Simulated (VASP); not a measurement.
# Cu in VASP: further runs

Runs on Cu. Level: LDA. Tasks: single point.

All numbers are computed with VASP 6.6.1; they aren't measurements. Logs are shortened: lines on timing, memory, paths and dates and some standing lists are left out, and cuts for length are marked.

**1. The cell of the first run**

The cell holds a slab with vacuum, 5 atoms: a = 2.488 Å, b = 3.518 Å, c = 20.975 Å, α = 90.00°, β = 90.00°, γ = 90.00°.

**2. Single point, LDA**

INCAR

```
  ALGO = Normal
  DIPOL = 0.5 0.5 0.500
  EDIFF = 1E-6
  ENCUT = 520
  GGA = CA
  IDIPOL = 3
  ISIF = 2
  ISMEAR = -1
  LASPH = T
  LCHARG = F
  LDIPOL = T
  LREAL = F
  LWAVE = F
  NBANDS = 36
  NELM = 60
  PREC = Accurate
  SIGMA = 0.08
```

KPOINTS

```
k-points
0
Gamma
  15 10 1
```

POSCAR

```
Cu
1.0
    2.4875465902      0.0000000000      0.0000000000
    0.0000000000      3.5179221248      0.0000000000
    0.0000000000      0.0000000000     20.9751000000
Cu
5
Direct
    0.0000000000      0.0000000000      0.3814047805
    0.5000000000      0.5000000000      0.4407023901
    0.0000000000      0.0000000000      0.5000000000
    0.5000000000      0.5000000000      0.5592976099
    0.0000000000      0.0000000000      0.6185952195
```

Potentials or basis: VASP PAW LDA potentials, release 64 (Cu).

Command:

```console
cat potpaw_LDA.64/Cu/POTCAR > POTCAR
mpirun -np 1 vasp_std > vasp.out
```

OUTCAR:

```text
EDIFF = 1E-6
   ENCUT = 520
   GGA = CA
   ISIF = 2
   ISMEAR = -1
   LASPH = T
   LREAL = F
   NELM = 60
   PREC = Accurate

 ion  position               nearest neighbor table
   1  0.000  0.000  0.381-   2 2.49   2 2.49   2 2.49   2 2.49   3 2.49
   2  0.500  0.500  0.441-   1 2.49   1 2.49   1 2.49   1 2.49   3 2.49   3 2.49   3 2.49   3 2.49
                             4 2.49
   3  0.000  0.000  0.500-   1 2.49   5 2.49   4 2.49   2 2.49   2 2.49   4 2.49   2 2.49   4 2.49
                             2 2.49   4 2.49
   4  0.500  0.500  0.559-   5 2.49   5 2.49   5 2.49   5 2.49   3 2.49   3 2.49   3 2.49   3 2.49
                             2 2.49
   5  0.000  0.000  0.619-   4 2.49   4 2.49   4 2.49   4 2.49   3 2.49

  LATTYP: Found a simple orthorhombic cell.
 ALAT       =     2.4875465902
 B/A-ratio  =     1.4142135623
 C/A-ratio  =     8.4320430751

  Lattice vectors:

 A1 = (   2.4875465902,   0.0000000000,   0.0000000000)
 A2 = (   0.0000000000,   3.5179221248,   0.0000000000)
 A3 = (   0.0000000000,   0.0000000000,  20.9751000000)

Analysis of symmetry for initial positions (statically):
=====================================================================
 Subroutine PRICEL returns:
 Original cell was already a primitive cell.

 Routine SETGRP: Setting up the symmetry group for a
 simple orthorhombic supercell.

 Subroutine GETGRP returns: Found  8 space group operations
 (whereof  8 operations were pure point group operations)
 out of a pool of  8 trial point group operations.

The static configuration has the point symmetry D_2h.

Analysis of symmetry for dynamics (positions and initial velocities):
=====================================================================
 Subroutine PRICEL returns:
 Original cell was already a primitive cell.

 Routine SETGRP: Setting up the symmetry group for a
 simple orthorhombic supercell.

 Subroutine GETGRP returns: Found  8 space group operations
 (whereof  8 operations were pure point group operations)
 out of a pool of  8 trial point group operations.

The dynamic configuration has the point symmetry D_2h.

 Subroutine INISYM returns: Found  8 space group operations
 (whereof  8 operations are pure point group operations),
 and found     1 'primitive' translations

----------------------------------------------------------------------------------------

                                     Primitive cell

  volume of cell :     183.5530

  direct lattice vectors                    reciprocal lattice vectors
     2.487546590  0.000000000  0.000000000     0.402002521  0.000000000  0.000000000
     0.000000000  3.517922125  0.000000000     0.000000000  0.284258709  0.000000000
     0.000000000  0.000000000 20.975100000     0.000000000  0.000000000  0.047675577

  length of vectors
     2.487546590  3.517922125 20.975100000     0.402002521  0.284258709  0.047675577

  position of ions in fractional coordinates (direct lattice)
     0.000000000  0.000000000  0.381404780
     0.500000000  0.500000000  0.440702390
     0.000000000  0.000000000  0.500000000
     0.500000000  0.500000000  0.559297610
     0.000000000  0.000000000  0.618595220

  ion indices of the primitive-cell ions
   primitive index   ion index
                 1           1
                 2           2
                 3           3
                 4           4
                 5           5

----------------------------------------------------------------------------------------

 KPOINTS: k-points

Automatic generation of k-mesh.
 Grid dimensions read from file:
 generate k-points for:   15   10    1

 Generating k-lattice:

  Cartesian coordinates                     Fractional coordinates (reciprocal lattice)
     0.026800168  0.000000000  0.000000000     0.066666667  0.000000000  0.000000000
     0.000000000  0.028425871  0.000000000     0.000000000  0.100000000  0.000000000
     0.000000000  0.000000000  0.047675577     0.000000000  0.000000000  1.000000000

  Length of vectors
     0.026800168  0.028425871  0.047675577

  Shift w.r.t. Gamma in fractional coordinates (k-lattice)
     0.000000000  0.000000000  0.000000000

 Subroutine IBZKPT returns following result:
 ===========================================

 Found     48 irreducible k-points:

 Following reciprocal coordinates:
            Coordinates               Weight
  0.000000  0.000000  0.000000      1.000000
  0.066667  0.000000  0.000000      2.000000
  0.133333  0.000000  0.000000      2.000000
  0.200000  0.000000  0.000000      2.000000
  0.266667  0.000000  0.000000      2.000000
  0.333333  0.000000  0.000000      2.000000
[... 16 lines left out ...]
  0.400000  0.200000  0.000000      4.000000
  0.466667  0.200000  0.000000      4.000000
 [... further k-points ...]
   k-points           NKPTS =     48   k-points in BZ     NKDIM =     48   number of bands    NBANDS=     36
   number of dos      NEDOS =    301   number of ions     NIONS =      5
   total plane-waves  NPLWV =  89600
   dimension x,y,z NGX =    20 NGY =   28 NGZ =  160
   dimension x,y,z NGXF=    40 NGYF=   56 NGZF=  320
   ions per type =               5
   NGX,Y,Z   is equivalent  to a cutoff of  13.37, 13.23, 12.68 a.u.
   NGXF,Y,Z  is equivalent  to a cutoff of  26.73, 26.46, 25.36 a.u.
 SYSTEM =  unknown system
   PREC   = accura    normal or accurate (medium, high low for compatibility)
   ISTART =      0    job   : 0-new  1-cont  2-samecut
   ICHARG =      2    charge: 1-file 2-atom 10-const
   ISPIN  =      1    spin polarized calculation?
   LNONCOLLINEAR =      F non collinear calculations
   LSORBIT =      F    spin-orbit coupling
   LASPH  =      T    aspherical Exc in radial PAW
   ENCUT  =  520.0 eV  38.22 Ry    6.18 a.u.   4.63  6.54 39.00*2*pi/ulx,y,z
   NELM   =     60;   NELMIN=  2; NELMDL= -5     # of ELM steps
   EDIFF  = 0.1E-05   stopping-criterion for ELM
   LREAL  =      F    real-space projection
[... 7 lines left out ...]
   TEBEG  =    0.0;   TEEND  =   0.0 temperature during run
   PSTRESS=    0.0 pullay stress
   NELECT =      55.0000    total number of electrons
   NUPDOWN=      -1.0000    fix difference up-down
   EMIN   =  10.00;   EMAX   =-10.00  energy-range for DOS
   EFERMI =   0.00;   METHOD = LEGACY
   ISMEAR =    -1;   SIGMA  =   0.08  broadening in eV -4-tet -1-fermi 0-gaus
   EFERMI_NEDOS =   21; number of points for ismear=-14 and -15
   IALGO  =     38    algorithm
   IMIX   =      4    mixing-type and parameters
     AMIX     =   0.40;   BMIX     =  1.00
     AMIX_MAG =   1.60;   BMIX_MAG =  1.00
  volume/ion in A,a.u.               =      36.71       247.74
  Fermi-wavevector in a.u.,A,eV,Ry     =   1.095490  2.070177 16.328340  1.200099
  Thomas-Fermi vector in A             =   2.231815
   LORBIT       =      0    0 simple, 1 ext, 2 COOP (PROOUT), +10 PAW based schemes
   GGA     = CA    functional components
   LHFCALC =     F    Hartree Fock is set to
   AEXX    =    0.0000 exact exchange contribution
   IVDW    =     0    specifies the selected vdW correction
   LEPSILON=     F    determine dielectric tensor
   LRPA    =     F    only Hartree local field effects (RPA)
 non-spin polarized calculation
  energy-cutoff  :      520.00
  volume of cell :      183.55
 maximum number of plane-waves:      4978
 NGX is ok and might be reduce to    20
   NGX =  9   NGY = 13   NGZ = 77

 number of electron      55.0000037 magnetization

 dipolmoment           0.000000      0.000000     -0.000000 electrons x Angstroem

 Free energy of the ion-electron system (eV)
  ---------------------------------------------------
  ext. energy  EPLUGINS =         0.00000000
  ---------------------------------------------------
  free energy    TOTEN  =       -21.24456948 eV

  energy without entropy =      -21.21358376  energy(sigma->0) =      -21.22907662

 E-fermi :  -0.7567     XC(G=0):  -5.0610

 val. band max:       -0.8005473588   @ k =   0.2000   0.3000   0.0000
 cond. band min:      -0.7505477043   @ k =   0.0667   0.5000   0.0000
 fundamental gap:      0.0499996546
 Fermi energy:        -0.7567345894

 k-point     1 :       0.0000    0.0000    0.0000
  band No.  band energies     occupation
      1      -9.8694      2.00000
      2      -7.7200      2.00000
      3      -5.7820      2.00000
      4      -5.5606      2.00000
      5      -5.0635      2.00000
      6      -5.0038      2.00000
[... 28 lines left out ...]
     35       5.4413      0.00000
     36       5.7747      0.00000

 k-point     2 :       0.0667    0.0000    0.0000
  band No.  band energies     occupation
      1      -9.7569      2.00000
      2      -7.6186      2.00000
      3      -5.7387      2.00000
      4      -5.4925      2.00000
      5      -5.0058      2.00000
      6      -4.9391      2.00000
[... 28 lines left out ...]
     35       5.5529      0.00000
     36       5.8813      0.00000

 k-point     3 :       0.1333    0.0000    0.0000
  band No.  band energies     occupation
      1      -9.4243      2.00000
      2      -7.3272      2.00000
      3      -5.6291      2.00000
      4      -5.3124      2.00000
      5      -4.8555      2.00000
      6      -4.7928      2.00000
[... 28 lines left out ...]
     35       5.8831      0.00000
     36       6.1966      0.00000
[... 742 lines left out ...]
 k-point    23 :       0.4000    0.2000    0.0000
  band No.  band energies     occupation
      1      -6.3452      2.00000
      2      -5.6441      2.00000
      3      -5.3876      2.00000
      4      -5.2158      2.00000
      5      -5.1987      2.00000
      6      -4.9552      2.00000
[... 28 lines left out ...]
     35       7.5550      0.00000
     36       8.1988      0.00000

 k-point    24 :       0.4667    0.2000    0.0000
  band No.  band energies     occupation
      1      -5.8779      2.00000
      2      -5.6147      2.00000
      3      -5.5579      2.00000
      4      -5.2815      2.00000
      5      -5.2274      2.00000
      6      -5.0055      2.00000
[... 28 lines left out ...]
     35       7.5762      0.00000
     36       8.1606      0.00000

 [... further k-points ...]

------------------------ aborting loop because EDIFF is reached ----------------------------------------

 vacuum level on the upper side and lower side of the slab       (xc-potential included)        -0.123        -0.123

  FORCE on cell =-STRESS in cart. coord.  units (eV):
  Direction    XX          YY          ZZ          XY          YZ          ZX
  --------------------------------------------------------------------------------------
  -------------------------------------------------------------------------------------
  Total       -2.6179523     -2.8741333     -1.4300463     -0.0000000      0.0000000      0.0000000
  in kB      -22.8512957    -25.0874198    -12.4824312     -0.0000000      0.0000000      0.0000000
  external PRESSURE =     -20.1403822 kB  Pullay stress =       0.0000000 kB

 VOLUME and BASIS-vectors are now :
 -----------------------------------------------------------------------------
  energy-cutoff  :      520.00
  volume of cell :      183.55
      direct lattice vectors                 reciprocal lattice vectors
     2.487546590  0.000000000  0.000000000     0.402002521  0.000000000  0.000000000
     0.000000000  3.517922125  0.000000000     0.000000000  0.284258709  0.000000000
     0.000000000  0.000000000 20.975100000     0.000000000  0.000000000  0.047675577

 POSITION                                       TOTAL-FORCE (eV/Angst)
 -----------------------------------------------------------------------------------
      0.00000      0.00000      8.00000         0.000000      0.000000      0.502779
      1.24377      1.75896      9.24378         0.000000      0.000000     -0.442160
      0.00000      0.00000     10.48755         0.000000      0.000000      0.000000
      1.24377      1.75896     11.73132         0.000000      0.000000      0.442160
      0.00000      0.00000     12.97510        -0.000000      0.000000     -0.502779
 -----------------------------------------------------------------------------------
    total drift:                               -0.000000      0.000000     -0.000000

  FREE ENERGIE OF THE ION-ELECTRON SYSTEM (eV)
  ---------------------------------------------------
  free  energy   TOTEN  =       -21.2445694827 eV

  energy  without entropy=      -21.2135837608  energy(sigma->0) =      -21.22907662

 vacuum level on the upper side and lower side of the slab         3.812         3.812
```

Run time: 3.8 min. Hardware: 1 thread of Intel Xeon 6975P-C (Granite Rapids), shared host; peak memory 0.36 GiB.

What came out:

```
Free energy            : -21.2446 eV
Largest force          : 0.503 eV/Å
Band gap on the k mesh : zero (an odd number of electrons rules out a gap without spin polarisation)
```

Forces on the atoms (eV/Å):
```
Cu   0.000  0.000  0.503
Cu   0.000  0.000 -0.442
Cu   0.000  0.000  0.000
Cu   0.000  0.000  0.442
Cu   0.000  0.000 -0.503
```

Levels at points of the mesh, in eV from the Fermi level:
```tsv
k point	band 26	band 27	band 28	band 29	band 30	band 31
(0.00, 0.00, 0.00)	-1.57	-1.46	-1.33	0.48	2.82	3.03
(0.00, 0.50, 0.00)	-1.58	-1.54	-1.52	-1.15	-0.37	1.01
```

**3. Single point, LDA**

INCAR

```
SYSTEM = Cu
  PREC = Accurate
  ENCUT = 520
  EDIFF = 1E-6
  ISMEAR = -1
  SIGMA = 0.08
  LREAL = .False.
  LASPH = .True.
  NELM = 100
  ALGO = Normal
  ISIF = 2
  LWAVE = .False.
  LCHARG = .True.
  LDIPOL = .True.
  IDIPOL = 3
  DIPOL = 0.5 0.5 0.500
  GGA = CA
  LELF = .True.
  LVHAR = .True.
  LVACPOTAV = .True.
  NBANDS = 36
```

KPOINTS

```
Automatic mesh
0
Gamma
  15 10 1
  0 0 0
```

POSCAR

```
Cu
1.0
    2.4875465902      0.0000000000      0.0000000000
    0.0000000000      3.5179221248      0.0000000000
    0.0000000000      0.0000000000     20.9751000000
Cu
5
Direct
    0.0000000000      0.0000000000      0.3857729366
    0.5000000000      0.5000000000      0.4391569466
    0.0000000000      0.0000000000      0.4999999978
    0.5000000000      0.5000000000      0.5608430587
    0.0000000000      0.0000000000      0.6142270603
```

Potentials or basis: VASP PAW LDA potentials, release 64 (Cu).

Command:

```console
cat potpaw_LDA.64/Cu/POTCAR > POTCAR
mpirun -np 1 vasp_std > vasp.out
```

It took 3.3 min on 1 thread of Intel Xeon 6975P-C (Granite Rapids), shared host; peak memory 0.36 GiB.

Results (log left out):

- Free energy: -21.3029 eV
- Largest force: 0.050 eV/Å
- Band gap on the k mesh: zero (an odd number of electrons rules out a gap without spin polarisation)

Forces in eV/Å, atoms in the order of the input:
```
Cu   0.000  0.000 -0.050
Cu   0.000  0.000  0.001
Cu   0.000  0.000  0.000
Cu   0.000  0.000 -0.001
Cu   0.000  0.000  0.050
```

Levels at points of the mesh, in eV from the Fermi level:
```
           k point  band 24  band 25  band 26  band 27  band 28  band 29  band 30  band 31  band 32  band 33
(0.00, 0.00, 0.00)    -1.81    -1.67    -1.56    -1.45    -1.25     0.59     2.73     3.36     4.70     4.85
(0.00, 0.50, 0.00)    -1.64    -1.63    -1.62    -1.60    -1.56    -1.28    -0.28     1.17     2.01     5.65
```

**4. Single point, LDA**

INCAR

```
  ALGO = Normal
  DIPOL = 0.5 0.5 0.500
  EDIFF = 1E-7
  ENCUT = 520
  IDIPOL = 3
  ISIF = 2
  ISMEAR = -1
  LASPH = True
  LCHARG = False
  LDIPOL = True
  LREAL = False
  LWAVE = False
  NBANDS = 36
  NELM = 100
  PREC = Accurate
  SIGMA = 0.08
```

KPOINTS

```
k-points
0
Gamma
  15 10 1
```

POSCAR is that of step 3.

Command:

```console
cat potpaw_LDA.64/Cu/POTCAR > POTCAR
mpirun -np 1 vasp_std > vasp.out
```

It took 3.8 min on 1 thread of Intel Xeon 6975P-C (Granite Rapids), shared host; peak memory 0.36 GiB.

Results (log left out):

* Free energy: -21.3029 eV
* Largest force: 0.050 eV/Å
* Band gap on the k mesh: zero (an odd number of electrons rules out a gap without spin polarisation)

Forces in eV/Å, atoms in the order of the input:
```
Cu   0.000  0.000 -0.050
Cu   0.000  0.000  0.001
Cu   0.000  0.000  0.000
Cu   0.000  0.000 -0.001
Cu   0.000  0.000  0.050
```

Levels at points of the mesh, in eV from the Fermi level:
```
           k point  band 26  band 27  band 28  band 29  band 30  band 31
(0.00, 0.00, 0.00)    -1.56    -1.45    -1.25     0.59     2.73     3.36
(0.00, 0.50, 0.00)    -1.62    -1.60    -1.56    -1.28    -0.28     1.17
```

The gap in the log of VASP goes by the Fermi energy; the results here count the filled bands.